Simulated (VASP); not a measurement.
Here is a VASP 6.6.1 calculation.

Contents of POSCAR:

```
CaCr2IrO6
1.0
    0.0000000000      3.7470390000      3.7470390000
    3.7470390000      0.0000000000      3.7470390000
    3.7470390000      3.7470390000      0.0000000000
Ir O Cr Ca
1 6 2 1
Direct
    0.5000000000      0.5000000000      0.5000000000
    0.7326000000      0.2674000000      0.2674000000
    0.2674000000      0.7326000000      0.2674000000
    0.2674000000      0.7326000000      0.7326000000
    0.7326000000      0.2674000000      0.7326000000
    0.2674000000      0.2674000000      0.7326000000
    0.7326000000      0.7326000000      0.2674000000
    0.2500000000      0.2500000000      0.2500000000
    0.7500000000      0.7500000000      0.7500000000
    0.0000000000      0.0000000000      0.0000000000
```

The input INCAR.step1:

```
SYSTEM = CaCr2IrO6
PREC = Accurate ; ENCUT = 520
ISMEAR = -1 ; SIGMA = 0.046
LREAL = .False. ; LASPH = .True.
NELM = 100 ; NBANDS = 50
GGA = PE ; ALGO = Normal
EDIFF = 1E-4 ; LWAVE = .True.
LCHARG = .False.
```

INCAR.step2

```
SYSTEM = CaCr2IrO6
PREC = Accurate ; ENCUT = 520
EDIFF = 1E-6 ; ISMEAR = -1
SIGMA = 0.046 ; LREAL = .False.
LASPH = .True. ; NELM = 100
ALGO = Normal ; ISIF = 2
LWAVE = .False. ; LCHARG = .False.
METAGGA = R2SCAN ; LMIXTAU = .True.
NBANDS = 50 ; ISTART = 1
```

Contents of KPOINTS:

```
regular mesh
0
Gamma
  8 8 8
  0 0 0
```

Potentials or basis: VASP PAW PBE potentials, release 64 (Ir, O, Cr_pv, Ca_sv).

Launch:

```sh
$ cat potpaw_PBE.64/Ir/POTCAR potpaw_PBE.64/O/POTCAR potpaw_PBE.64/Cr_pv/POTCAR potpaw_PBE.64/Ca_sv/POTCAR > POTCAR
$ cp INCAR.step1 INCAR
$ mpirun -np 1 vasp_std > vasp.out
$ cp INCAR.step2 INCAR
$ mpirun -np 1 vasp_std > vasp.out
```

**Question.** Predict the band gap on the k mesh.

**Answer.** Zero (an odd number of electrons rules out a gap without spin polarisation).

**Question.** Predict the pressure.

**Answer.** 53.8 GPa.

Forces on the atoms (eV/Å):
```
Ir   0.000  0.000  0.000
O   -4.548  0.000  0.000
O    0.000 -4.548  0.000
O    4.548  0.000  0.000
O    0.000  4.548  0.000
O    0.000  0.000 -4.548
O    0.000  0.000  4.548
Cr   0.000  0.000  0.000
Cr   0.000  0.000  0.000
Ca   0.000  0.000  0.000
```

Caveat: the cell stands under pressure; the PAW data sets were made with another functional, which shifts forces and pressure a little; spin-orbit coupling is left out, which moves the levels of the heavy elements; an odd number of electrons without spin polarisation forces a metal; a magnetic or distorted state may lie lower; the run has no spin polarisation, though such a crystal can be magnetic; semilocal functionals often make such compounds metallic where correlation or magnetic order opens a gap, which also shifts bond lengths. With open d or f shells a metallic result of r2SCAN can be an artefact of self-interaction; +U or a hybrid may open a gap.
